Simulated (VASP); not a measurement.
# GaAs (I-4m2) in VASP: a series of runs

The runs below take GaAs through single point, with r2SCAN.

Everything below comes from runs of VASP 6.6.1. Logs are shortened: lines on timing, memory, paths and dates and some standing lists are left out, and cuts for length are marked.

**1. The cell of the first run**

It takes space group I-4m2 (No. 119, tetragonal). Conventional cell: a = 4.007 Å, b = 4.007 Å, c = 5.496 Å, α = 90.00°, β = 90.00°, γ = 90.00°. Ga (site symmetry -4m2) has 4 As at 2.43 Å within 3.2 Å. Within 3.2 Å of As (site symmetry -4m2) lie 4 Ga at 2.43 Å.

**2. Single point, r2SCAN (uniaxial z strain -3.0%)**

POSCAR

```
GaAs
1.0
    0.0000000000      2.8330850955      2.7480925426
    2.8330850955      0.0000000000      2.7480925426
    2.8330850955      2.8330850955      0.0000000000
Ga As
1 1
Direct
    0.0000000000      0.0000000000      0.0000000000
    0.2500000000      0.2500000000      0.2500000000
```

INCAR.step1

```
SYSTEM = GaAs
  PREC = Accurate
  ENCUT = 520
  ISMEAR = 0
  SIGMA = 0.01
  LREAL = .False.
  LASPH = .True.
  NELM = 80
  NBANDS = 16
  GGA = PE
  ALGO = Normal
  EDIFF = 1E-4
  LWAVE = .True.
  LCHARG = .False.
```

INCAR.step2

```
SYSTEM = GaAs
  PREC = Accurate
  ENCUT = 520
  EDIFF = 1E-6
  ISMEAR = 0
  SIGMA = 0.01
  LREAL = .False.
  LASPH = .True.
  NELM = 80
  ALGO = Normal
  ISIF = 2
  LWAVE = .False.
  LCHARG = .True.
  METAGGA = R2SCAN
  LMIXTAU = .True.
  LELF = .True.
  LVHAR = .True.
  NBANDS = 16
  ISTART = 1
```

KPOINTS

```
regular mesh
0
Gamma
  8 8 8
  0 0 0
```

Potentials or basis: VASP PAW PBE potentials, release 64 (Ga_d, As).

On the command line:

```sh
$ cat potpaw_PBE.64/Ga_d/POTCAR potpaw_PBE.64/As/POTCAR > POTCAR
$ cp INCAR.step1 INCAR
$ mpirun -np 1 vasp_std > vasp.out
$ cp INCAR.step2 INCAR
$ mpirun -np 1 vasp_std > vasp.out
```

OUTCAR:

```text
SYSTEM = GaAs
   PREC = Accurate
   ENCUT = 520
   EDIFF = 1E-6
   ISMEAR = 0
   LREAL = .False.
   LASPH = .True.
   NELM = 80
   ISIF = 2
   METAGGA = R2SCAN
   ISTART = 1

 ion  position               nearest neighbor table
   1  0.000  0.000  0.000-   2 2.43   2 2.43   2 2.43   2 2.43
   2  0.250  0.250  0.250-   1 2.43   1 2.43   1 2.43   1 2.43

  LATTYP: Found a body centered tetragonal cell.
 ALAT       =     4.0065873654
 C/A-ratio  =     1.3717871555

  Lattice vectors:

 A1 = (   0.0000000000,  -2.8330850955,  -2.7480925426)
 A2 = (   0.0000000000,   2.8330850955,  -2.7480925426)
 A3 = (   2.8330850955,   0.0000000000,   2.7480925426)

Analysis of symmetry for initial positions (statically):
=====================================================================
 Subroutine PRICEL returns:
 Original cell was already a primitive cell.

 Routine SETGRP: Setting up the symmetry group for a
 body centered tetragonal supercell.

 Subroutine GETGRP returns: Found  8 space group operations
 (whereof  8 operations were pure point group operations)
 out of a pool of 16 trial point group operations.

The static configuration has the point symmetry D_2d.

Analysis of symmetry for dynamics (positions and initial velocities):
=====================================================================
 Subroutine PRICEL returns:
 Original cell was already a primitive cell.

 Routine SETGRP: Setting up the symmetry group for a
 body centered tetragonal supercell.

 Subroutine GETGRP returns: Found  8 space group operations
 (whereof  8 operations were pure point group operations)
 out of a pool of 16 trial point group operations.

The dynamic configuration has the point symmetry D_2d.

 Subroutine INISYM returns: Found  8 space group operations
 (whereof  8 operations are pure point group operations),
 and found     1 'primitive' translations

----------------------------------------------------------------------------------------

                                     Primitive cell

  volume of cell :      44.1144

  direct lattice vectors                    reciprocal lattice vectors
     0.000000000  2.833085095  2.748092543    -0.176486051  0.176486051  0.181944382
     2.833085095  0.000000000  2.748092543     0.176486051 -0.176486051  0.181944382
     2.833085095  2.833085095  0.000000000     0.176486051  0.176486051 -0.181944382

  length of vectors
     3.946946134  3.946946134  4.006587365     0.308866331  0.308866331  0.308866331

  position of ions in fractional coordinates (direct lattice)
     0.000000000  0.000000000  0.000000000
     0.250000000  0.250000000  0.250000000

  ion indices of the primitive-cell ions
   primitive index   ion index
                 1           1
                 2           2

----------------------------------------------------------------------------------------

 KPOINTS: regular mesh

Automatic generation of k-mesh.
 Grid dimensions read from file:
 generate k-points for:    8    8    8

 Generating k-lattice:

  Cartesian coordinates                     Fractional coordinates (reciprocal lattice)
    -0.022060756  0.022060756  0.022743048     0.125000000  0.000000000  0.000000000
     0.022060756 -0.022060756  0.022743048     0.000000000  0.125000000  0.000000000
     0.022060756  0.022060756 -0.022743048    -0.000000000 -0.000000000  0.125000000

  Length of vectors
     0.038608291  0.038608291  0.038608291

  Shift w.r.t. Gamma in fractional coordinates (k-lattice)
     0.000000000  0.000000000  0.000000000

 Subroutine IBZKPT returns following result:
 ===========================================

 Found     59 irreducible k-points:

 Following reciprocal coordinates:
            Coordinates               Weight
  0.000000  0.000000  0.000000      1.000000
  0.125000 -0.000000  0.000000      8.000000
  0.250000 -0.000000  0.000000      8.000000
  0.375000 -0.000000  0.000000      8.000000
  0.500000 -0.000000  0.000000      4.000000
  0.125000  0.125000  0.000000      2.000000
[... 16 lines left out ...]
[... 44 lines left out ...]

 val. band max:        4.0258723453   @ k =   0.0000   0.0000   0.0000
 cond. band min:       5.0909501467   @ k =   0.0000   0.0000   0.0000
 fundamental gap:      1.0650778014
 Fermi energy:         4.1074517930

 k-point     1 :       0.0000    0.0000    0.0000
  band No.  band energies     occupation
      1     -11.3740      2.00000
      2     -11.3740      2.00000
      3     -11.3665      2.00000
      4     -11.2782      2.00000
      5     -11.2732      2.00000
      6      -9.4802      2.00000
[... 8 lines left out ...]
     15      14.2949      0.00000
     16      14.8641      0.00000

 k-point     2 :       0.1250   -0.0000    0.0000
  band No.  band energies     occupation
      1     -11.3893      2.00000
      2     -11.3698      2.00000
      3     -11.3646      2.00000
      4     -11.2786      2.00000
      5     -11.2731      2.00000
      6      -9.2805      2.00000
[... 8 lines left out ...]
     15      13.5248      0.00000
     16      13.9191      0.00000

 k-point     3 :       0.2500   -0.0000    0.0000
  band No.  band energies     occupation
      1     -11.4257      2.00000
      2     -11.3607      2.00000
      3     -11.3559      2.00000
      4     -11.2785      2.00000
      5     -11.2720      2.00000
      6      -8.7247      2.00000
[... 8 lines left out ...]
     15      13.4368      0.00000
     16      13.7767      0.00000

 k-point     4 :       0.3750   -0.0000    0.0000
  band No.  band energies     occupation
      1     -11.4571      2.00000
      2     -11.3533      2.00000
      3     -11.3487      2.00000
      4     -11.2768      2.00000
      5     -11.2690      2.00000
      6      -7.9789      2.00000
[... 8 lines left out ...]
     15      14.7432      0.00000
     16      14.8461      0.00000
[... 324 lines left out ...]
 k-point    22 :       0.1250    0.0000    0.1250
  band No.  band energies     occupation
      1     -11.4000      2.00000
      2     -11.3655      2.00000
      3     -11.3590      2.00000
      4     -11.2787      2.00000
      5     -11.2736      2.00000
      6      -9.2191      2.00000
[... 8 lines left out ...]
     15      13.5287      0.00000
     16      14.9513      0.00000

 k-point    23 :       0.2500   -0.0000    0.1250
  band No.  band energies     occupation
      1     -11.4279      2.00000
      2     -11.3570      2.00000
      3     -11.3514      2.00000
      4     -11.2807      2.00000
      5     -11.2723      2.00000
      6      -8.7848      2.00000
[... 8 lines left out ...]
     15      14.6138      0.00000
     16      14.9339      0.00000

 k-point    24 :       0.3750    0.0000    0.1250
  band No.  band energies     occupation
      1     -11.4560      2.00000
      2     -11.3504      2.00000
      3     -11.3442      2.00000
      4     -11.2798      2.00000
      5     -11.2706      2.00000
      6      -8.0862      2.00000
[... 8 lines left out ...]
     15      14.7916      0.00000
     16      15.6211      0.00000

 [... further k-points ...]

------------------------ aborting loop because EDIFF is reached ----------------------------------------

  FORCE on cell =-STRESS in cart. coord.  units (eV):
  Direction    XX          YY          ZZ          XY          YZ          ZX
  --------------------------------------------------------------------------------------
  -------------------------------------------------------------------------------------
  Total        0.5043558      0.5043558      1.0480043      0.0000000      0.0000000      0.0000000
  in kB       18.3175361     18.3175361     38.0621267      0.0000000      0.0000000      0.0000000
  external PRESSURE =      24.8990663 kB  Pullay stress =       0.0000000 kB

 VOLUME and BASIS-vectors are now :
 -----------------------------------------------------------------------------
  energy-cutoff  :      520.00
  volume of cell :       44.11
      direct lattice vectors                 reciprocal lattice vectors
     0.000000000  2.833085095  2.748092543    -0.176486051  0.176486051  0.181944382
     2.833085095  0.000000000  2.748092543     0.176486051 -0.176486051  0.181944382
     2.833085095  2.833085095  0.000000000     0.176486051  0.176486051 -0.181944382

 POSITION                                       TOTAL-FORCE (eV/Angst)
 -----------------------------------------------------------------------------------
      0.00000      0.00000      0.00000        -0.000000     -0.000000     -0.000000
      1.41654      1.41654      1.37405         0.000000      0.000000      0.000000
 -----------------------------------------------------------------------------------
    total drift:                               -0.000003     -0.000003      0.000011

  FREE ENERGIE OF THE ION-ELECTRON SYSTEM (eV)
  ---------------------------------------------------
  free  energy   TOTEN  =       -27.0368332868 eV

  energy  without entropy=      -27.0368332868  energy(sigma->0) =      -27.03683329
```

Wall time 1.9 min (1 thread of Intel Xeon 6975P-C (Granite Rapids), shared host); peak memory 0.19 GiB.

What came out:

```yaml
Free_energy: -27.0368 eV
Pressure: 2.5 GPa
Band_gap_on_the_k_mesh: 1.07 eV, direct
```

Stress tensor (GPa, compression positive):
```
1.83 0.00 0.00
0.00 1.83 0.00
0.00 0.00 3.81
```

Levels at points of the mesh, in eV from the valence-band top:
| k point | band 7 | band 8 | band 9 | band 10 | band 11 | band 12 |
| --- | --- | --- | --- | --- | --- | --- |
| (0.00, 0.00, 0.00) | -0.18 | -0.18 | 0.00 | 1.07 | 3.87 | 3.96 |
| (0.50, 0.00, 0.00) | -7.07 | -1.47 | -1.21 | 1.30 | 4.77 | 5.01 |
| (0.50, 0.50, 0.00) | -7.10 | -3.12 | -3.12 | 1.46 | 1.62 | 10.94 |
| (0.50, 0.00, 0.50) | -7.29 | -2.92 | -2.90 | 1.67 | 1.93 | 10.80 |

Caveat: the cell differs from its parent crystal (uniaxial z strain -3.0%); the PAW data sets were made with another functional, which shifts forces and pressure a little. A k mesh can miss the band edges.

**3. Single point, r2SCAN (uniaxial z strain -2.0%)**

POSCAR

```
GaAs
1.0
    0.0000000000      2.8330850955      2.7764233935
    2.8330850955      0.0000000000      2.7764233935
    2.8330850955      2.8330850955      0.0000000000
Ga As
1 1
Direct
    0.0000000000      0.0000000000      0.0000000000
    0.2500000000      0.2500000000      0.2500000000
```

INCAR.step1

```
PREC = Accurate
ENCUT = 520
ISMEAR = 0
SIGMA = 0.01
LREAL = F
LASPH = T
NELM = 60
NBANDS = 16
GGA = PE
ALGO = Normal
EDIFF = 1E-4
LWAVE = T
LCHARG = F
```

INCAR.step2

```
PREC = Accurate
ENCUT = 520
EDIFF = 1E-6
ISMEAR = 0
SIGMA = 0.01
LREAL = F
LASPH = T
NELM = 60
ALGO = Normal
ISIF = 2
LWAVE = F
LCHARG = F
METAGGA = R2SCAN
LMIXTAU = T
NBANDS = 16
ISTART = 1
```

KPOINTS

```
Automatic mesh
0
Gamma
  8 8 8
```

Potentials or basis: VASP PAW PBE potentials, release 64 (Ga_d, As).

On the command line:

```sh
$ cat potpaw_PBE.64/Ga_d/POTCAR potpaw_PBE.64/As/POTCAR > POTCAR
$ cp INCAR.step1 INCAR
$ mpirun -np 1 vasp_std > vasp.out
$ cp INCAR.step2 INCAR
$ mpirun -np 1 vasp_std > vasp.out
```

Run time: 89 s. Hardware: 1 thread of Intel Xeon 6975P-C (Granite Rapids), shared host; peak memory 0.19 GiB.

Results (log left out):

```yaml
Free_energy: -27.0458 eV
Pressure: 1.7 GPa
Band_gap_on_the_k_mesh: 1.02 eV, direct
```

Stress tensor (GPa, compression positive):
```
1.24 0.00 0.00
0.00 1.24 0.00
0.00 0.00 2.58
```

Levels at points of the mesh, in eV from the valence-band top:
| k point | band 5 | band 6 | band 7 | band 8 | band 9 | band 10 | band 11 | band 12 | band 13 | band 14 |
| --- | --- | --- | --- | --- | --- | --- | --- | --- | --- | --- |
| (0.00, 0.00, 0.00) | -15.24 | -13.39 | -0.12 | -0.12 | 0.00 | 1.02 | 3.93 | 3.99 | 3.99 | 8.22 |
| (0.50, 0.00, 0.00) | -15.24 | -11.49 | -6.97 | -1.37 | -1.20 | 1.32 | 4.84 | 4.99 | 8.24 | 11.16 |
| (0.50, 0.50, 0.00) | -15.23 | -10.65 | -7.05 | -3.00 | -3.00 | 1.56 | 1.73 | 10.90 | 10.90 | 11.91 |
| (0.50, 0.00, 0.50) | -15.23 | -10.73 | -7.18 | -2.86 | -2.85 | 1.70 | 1.93 | 10.81 | 10.93 | 11.74 |

Caveat: the cell differs from its parent crystal (uniaxial z strain -2.0%); the PAW data sets were made with another functional, which shifts forces and pressure a little.

**4. Single point, r2SCAN (uniaxial z strain +2.0%)**

POSCAR

```
GaAs
1.0
    0.0000000000      2.8330850955      2.8897467974
    2.8330850955      0.0000000000      2.8897467974
    2.8330850955      2.8330850955      0.0000000000
Ga As
1 1
Direct
    0.0000000000      0.0000000000      0.0000000000
    0.2500000000      0.2500000000      0.2500000000
```

INCAR.step1

```
PREC = Accurate ; ENCUT = 520
ISMEAR = 0 ; SIGMA = 0.01
LREAL = F ; LASPH = T
NELM = 80 ; NBANDS = 16
GGA = PE ; ALGO = Normal
EDIFF = 1E-4 ; LWAVE = T
LCHARG = F
```

INCAR.step2

```
PREC = Accurate ; ENCUT = 520
EDIFF = 1E-6 ; ISMEAR = 0
SIGMA = 0.01 ; LREAL = F
LASPH = T ; NELM = 80
ALGO = Normal ; ISIF = 2
LWAVE = F ; LCHARG = F
METAGGA = R2SCAN ; LMIXTAU = T
NBANDS = 16 ; ISTART = 1
```

KPOINTS

```
regular mesh
0
Gamma
  8 8 8
```

On the command line:

```sh
$ cat potpaw_PBE.64/Ga_d/POTCAR potpaw_PBE.64/As/POTCAR > POTCAR
$ cp INCAR.step1 INCAR
$ mpirun -np 1 vasp_std > vasp.out
$ cp INCAR.step2 INCAR
$ mpirun -np 1 vasp_std > vasp.out
```

It took 95 s on 1 thread of Intel Xeon 6975P-C (Granite Rapids), shared host; peak memory 0.2 GiB.

The run converged. Its results:

```
Free energy            : -27.0473 eV
Pressure               : -1.3 GPa
Band gap on the k mesh : 0.74 eV, direct
```

Stress tensor (GPa, compression positive):
```
-0.82  0.00  0.00
 0.00 -0.82  0.00
 0.00  0.00 -2.15
```

Levels at points of the mesh, in eV from the valence-band top:
| k point | band 7 | band 8 | band 9 | band 10 | band 11 | band 12 |
| --- | --- | --- | --- | --- | --- | --- |
| (0.00, 0.00, 0.00) | -0.12 | 0.00 | 0.00 | 0.74 | 3.98 | 3.98 |
| (0.50, 0.00, 0.00) | -6.71 | -1.27 | -1.10 | 1.23 | 4.88 | 5.00 |
| (0.50, 0.50, 0.00) | -6.99 | -2.63 | -2.63 | 1.85 | 2.05 | 10.60 |
| (0.50, 0.00, 0.50) | -6.87 | -2.77 | -2.76 | 1.72 | 1.85 | 10.53 |

Caveat: the cell differs from its parent crystal (uniaxial z strain +2.0%); the PAW data sets were made with another functional, which shifts forces and pressure a little.

**5. Single point, r2SCAN (uniaxial z strain +3.0%)**

POSCAR

```
GaAs
1.0
    0.0000000000      2.8330850955      2.9180776483
    2.8330850955      0.0000000000      2.9180776483
    2.8330850955      2.8330850955      0.0000000000
Ga As
1 1
Direct
    0.0000000000      0.0000000000      0.0000000000
    0.2500000000      0.2500000000      0.2500000000
```

INCAR.step1

```
  ALGO = Normal
  EDIFF = 1E-4
  ENCUT = 520
  GGA = PE
  ISMEAR = 0
  LASPH = True
  LCHARG = False
  LREAL = False
  LWAVE = True
  NBANDS = 16
  NELM = 80
  PREC = Accurate
  SIGMA = 0.01
```

INCAR.step2

```
  ALGO = Normal
  EDIFF = 1E-6
  ENCUT = 520
  ISIF = 2
  ISMEAR = 0
  ISTART = 1
  LASPH = True
  LCHARG = False
  LMIXTAU = True
  LREAL = False
  LWAVE = False
  METAGGA = R2SCAN
  NBANDS = 16
  NELM = 80
  PREC = Accurate
  SIGMA = 0.01
```

KPOINTS

```
k-points
0
Gamma
  8 8 8
```

On the command line:

```sh
$ cat potpaw_PBE.64/Ga_d/POTCAR potpaw_PBE.64/As/POTCAR > POTCAR
$ cp INCAR.step1 INCAR
$ mpirun -np 1 vasp_std > vasp.out
$ cp INCAR.step2 INCAR
$ mpirun -np 1 vasp_std > vasp.out
```

It took 96 s on 1 thread of Intel Xeon 6975P-C (Granite Rapids), shared host; peak memory 0.19 GiB.

Results (log left out):

| Quantity | Value |
| --- | --- |
| Free energy | -27.0395 eV |
| Pressure | -1.9 GPa |
| Band gap on the k mesh | 0.64 eV, direct |

Stress tensor (GPa, compression positive):
```
-1.23  0.00  0.00
 0.00 -1.23  0.00
 0.00  0.00 -3.27
```

Levels at points of the mesh, in eV from the valence-band top:
| k point | band 5 | band 6 | band 7 | band 8 | band 9 | band 10 | band 11 | band 12 | band 13 | band 14 |
| --- | --- | --- | --- | --- | --- | --- | --- | --- | --- | --- |
| (0.00, 0.00, 0.00) | -15.16 | -13.01 | -0.18 | 0.00 | 0.00 | 0.64 | 3.95 | 3.95 | 4.04 | 8.06 |
| (0.50, 0.00, 0.00) | -15.15 | -11.27 | -6.67 | -1.31 | -1.07 | 1.18 | 4.84 | 5.01 | 8.19 | 10.77 |
| (0.50, 0.50, 0.00) | -15.15 | -10.61 | -7.00 | -2.57 | -2.57 | 1.89 | 2.09 | 10.49 | 10.49 | 11.19 |
| (0.50, 0.00, 0.50) | -15.14 | -10.50 | -6.82 | -2.78 | -2.76 | 1.70 | 1.81 | 10.38 | 10.54 | 11.39 |

Caveat: the cell differs from its parent crystal (uniaxial z strain +3.0%); the PAW data sets were made with another functional, which shifts forces and pressure a little.

**6. Single point, r2SCAN (uniaxial z strain +4.0%)**

POSCAR

```
GaAs
1.0
    0.0000000000      2.8330850955      2.9464084993
    2.8330850955      0.0000000000      2.9464084993
    2.8330850955      2.8330850955      0.0000000000
Ga As
1 1
Direct
    0.0000000000      0.0000000000      0.0000000000
    0.2500000000      0.2500000000      0.2500000000
```

INCAR.step1

```
SYSTEM = GaAs
ALGO = Normal ; EDIFF = 1E-4
ENCUT = 520 ; GGA = PE
ISMEAR = -1 ; LASPH = .TRUE.
LCHARG = .FALSE. ; LREAL = .FALSE.
LWAVE = .TRUE. ; NBANDS = 16
NELM = 100 ; PREC = Accurate
SIGMA = 0.02
```

INCAR.step2

```
SYSTEM = GaAs
ALGO = Normal ; EDIFF = 1E-6
ENCUT = 520 ; ISIF = 2
ISMEAR = -1 ; ISTART = 1
LASPH = .TRUE. ; LCHARG = .FALSE.
LMIXTAU = .TRUE. ; LREAL = .FALSE.
LWAVE = .FALSE. ; METAGGA = R2SCAN
NBANDS = 16 ; NELM = 100
PREC = Accurate ; SIGMA = 0.02
```

KPOINTS

```
k-points
0
G
  8 8 8
  0 0 0
```

Potentials or basis: VASP PAW PBE potentials, release 64 (Ga_d, As).

On the command line:

```sh
$ cat potpaw_PBE.64/Ga_d/POTCAR potpaw_PBE.64/As/POTCAR > POTCAR
$ cp INCAR.step1 INCAR
$ mpirun -np 1 vasp_std > vasp.out
$ cp INCAR.step2 INCAR
$ mpirun -np 1 vasp_std > vasp.out
```

It took 1.9 min on 1 thread of Intel Xeon 6975P-C (Granite Rapids), shared host; peak memory 0.19 GiB.

It converged, with:

```
Free energy            : -27.0286 eV
Pressure               : -2.5 GPa
Band gap on the k mesh : 0.54 eV, direct
```

Stress tensor (GPa, compression positive):
```
-1.61  0.00  0.00
 0.00 -1.61  0.00
 0.00  0.00 -4.38
```

Levels at points of the mesh, in eV from the valence-band top:
```csv
k point,band 7,band 8,band 9,band 10,band 11,band 12
"(0.00, 0.00, 0.00)",-0.24,0.00,0.00,0.54,3.92,3.92
"(0.50, 0.00, 0.00)",-6.64,-1.36,-1.03,1.12,4.80,5.02
"(0.50, 0.50, 0.00)",-7.01,-2.52,-2.52,1.93,2.14,10.38
"(0.50, 0.00, 0.50)",-6.78,-2.78,-2.76,1.68,1.76,10.22
```

Caveat: the cell differs from its parent crystal (uniaxial z strain +4.0%); the PAW data sets were made with another functional, which shifts forces and pressure a little.

**7. The runs side by side**

| cell | smearing | gap on the mesh (eV) | pressure (GPa) |
| --- | --- | --- | --- |
| a = 3.947, b = 3.947, c = 4.007 Å, angles 59.5, 59.5, 61.0°, 2 atoms | gaussian 0.01 eV | 1.07 | 2.5 |
| a = 3.967, b = 3.967, c = 4.007 Å, angles 59.7, 59.7, 60.7°, 2 atoms | gaussian 0.01 eV | 1.02 | 1.7 |
| a = 4.047, b = 4.047, c = 4.007 Å, angles 60.3, 60.3, 59.3°, 2 atoms | gaussian 0.01 eV | 0.74 | -1.3 |
| a = 4.067, b = 4.067, c = 4.007 Å, angles 60.5, 60.5, 59.0°, 2 atoms | gaussian 0.01 eV | 0.64 | -1.9 |
| a = 4.088, b = 4.088, c = 4.007 Å, angles 60.7, 60.7, 58.7°, 2 atoms | fermi-dirac 0.02 eV | 0.54 | -2.5 |

Alike in all rows: task single point; level r2SCAN; potentials or basis VASP PAW PBE potentials, release 64 (Ga_d, As); no spin polarisation; k mesh 8 × 8 × 8; cutoff (eV) 520.

Caveats: the PAW data sets were made with another functional, which shifts forces and pressure a little.

Absolute energies hang on the potentials; compare differences alone.
